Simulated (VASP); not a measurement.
Set up this calculation in VASP 6.6.1, as the native input.

- Task: single point
- Functional: PBE
- Potentials or basis: VASP PAW PBE potentials, release 64 (Na_pv, Bi_d)
- Cutoff: 520 eV
- k mesh: 8 × 8 × 8
- Occupations: gaussian, width 0.1 eV
- Spin: no spin polarisation
- Dipole correction: no
- Further INCAR settings: ALGO = Normal; EDIFF = 1e-06; NBANDS = 30

The structure of Na4Bi lies in POSCAR:

```
Na4Bi
1.0
   -3.7075346283      3.7075346283      3.7075346283
    3.7075346283     -3.7075346283      3.7075346283
    3.7075346283      3.7075346283     -3.7075346283
Na Bi
4 1
Direct
    0.5000000000      0.5000000000      0.5000000000
    0.5000000000      0.0000000000      0.0000000000
    0.0000000000      0.0000000000      0.5000000000
    0.0000000000      0.5000000000      0.0000000000
    0.0000000000      0.0000000000      0.0000000000
```

These files were run (other wordings do the same):

INCAR

```
SYSTEM = Na4Bi
ALGO     = Normal         ! electronic algorithm
EDIFF    = 1E-6           ! SCF threshold, eV
ENCUT    = 520            ! plane-wave cutoff, eV
GGA      = PE             ! functional
ISIF     = 2              ! what is computed and relaxed
ISMEAR   = 0              ! smearing method
LASPH    = .True.         ! aspherical terms in the spheres
LCHARG   = .True.         ! write CHGCAR
LELF     = .True.         ! ELF
LREAL    = .False.        ! projectors in reciprocal space
LVHAR    = .True.       
LWAVE    = .False.        ! write WAVECAR
NBANDS   = 30             ! bands
NELM     = 100            ! most SCF steps
PREC     = Accurate       ! precision mode
SIGMA    = 0.1            ! smearing width, eV
```

KPOINTS

```
k-points
0
Gamma
  8 8 8
  0 0 0
```

Potentials or basis: VASP PAW PBE potentials, release 64 (Na_pv, Bi_d).

The run is started by

```sh
$ cat potpaw_PBE.64/Na_pv/POTCAR potpaw_PBE.64/Bi_d/POTCAR > POTCAR
$ mpirun -np 1 vasp_std > vasp.out
```

It gave:

The pressure is 0.0 GPa.

Wall time 100 s on 1 thread of AMD EPYC 9R45 96-Core Processor (Zen 5), with other jobs on the host, peak memory 0.37 GiB.
